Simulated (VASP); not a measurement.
Crystal: Al5GaAs6.

```
Al Ga As
1.0
    -4.01147   -0.05026   -0.00335
    -0.00473    0.07426   -5.65359
    -0.15072  -12.10495    0.15758
Al Ga As
5 1 6
Cartesian
  -0.1567 -1.8981 -5.5874
  -0.0419 -10.0426 -5.5883
  -2.2309 -8.1914 -2.3609
  0.0670 -6.1902 0.0172
  -2.0432 -4.0214 -2.7378
  -1.8474 0.1662 -2.7702
  -2.2317 -2.0686 -1.5803
  -0.1497 0.3316 -4.3471
  -2.2500 -10.1735 -1.3345
  -0.0257 -7.9472 -4.2340
  -2.0318 -6.1022 -1.2594
  0.1232 -4.0556 -4.1878
```

| Quantity | Value |
| --- | --- |
| Program | VASP 6.6.1 |
| Task | relaxation of cell and atoms |
| Functional | PBE |
| Potentials or basis | VASP PAW PBE potentials, release 64 (Al, Ga_d, As) |
| Cutoff | 600 eV |
| k mesh | 4 × 2 × 1 |
| Occupations | gaussian, width 0.1 eV |
| Spin | no spin polarisation |

At the start: pressure 5.2 GPa; volume 22.87 Å³/atom.

**Question.** Where does the relaxation end?

**Answer.** Over 22 steps the energy falls by 247.7 meV/atom and the volume is 23.62 Å³/atom (+3.3 %); space group Pm (No. 6, to 0.05 Å).

The path:
```tsv
step	energy change (eV)	largest force (eV/Å)	pressure (GPa)	volume (Å³)
1	0.0000	3.9661	5.17	274.44
2	-2.0333	1.1768	-3.67	304.55
3	-2.0600	1.3561	-3.04	300.75
4	-2.6835	0.9567	-0.60	286.47
5	-2.7476	0.7610	0.74	280.62
6	-2.8791	0.4820	0.23	282.30
7	-2.8815	0.4579	0.17	282.56
8	-2.9174	0.2474	-0.19	284.03
9	-2.9191	0.2726	-0.28	284.43
10	-2.9361	0.1898	0.05	283.07
11	-2.9425	0.2121	0.42	281.56
12	-2.9552	0.1444	0.07	283.02
13	-2.9592	0.1413	-0.25	284.40
14	-2.9655	0.0967	-0.03	283.48
15	-2.9657	0.1079	0.03	283.27
16	-2.9683	0.0790	0.05	283.16
17	-2.9689	0.0823	0.08	283.07
18	-2.9710	0.0537	-0.05	283.60
19	-2.9714	0.0656	-0.13	283.98
20	-2.9725	0.0414	0.05	283.19
21	-2.9725	0.0394	0.04	283.24
22	-2.9727	0.0203	-0.01	283.44
```

Final structure:
```yaml
crystal:
  lattice:
    - [-4.08672, -0.00063, -0.00186]
    - [0.00055, 0.00075, -5.60742]
    - [0.00052, -12.36864, -0.00398]
  atoms:
    - { symbol: Al, position: [0.00072, 0.99920, 0.16691] }
    - { symbol: Al, position: [0.00173, 0.99964, 0.83308] }
    - { symbol: Al, position: [0.49722, 0.49936, 0.66663] }
    - { symbol: Al, position: [0.99667, 0.99923, 0.50007] }
    - { symbol: Al, position: [0.49889, 0.49875, 0.33337] }
    - { symbol: Ga, position: [0.50451, 0.50015, 0.99989] }
    - { symbol: As, position: [0.50081, 0.24913, 0.16686] }
    - { symbol: As, position: [0.00428, 0.75356, 0.99997] }
    - { symbol: As, position: [0.50180, 0.24949, 0.83293] }
    - { symbol: As, position: [0.99736, 0.75072, 0.66660] }
    - { symbol: As, position: [0.49691, 0.25030, 0.50009] }
    - { symbol: As, position: [0.99910, 0.75047, 0.33358] }
```

Caveat: the k points lie up to 0.56 Å⁻¹ apart in the final cell.
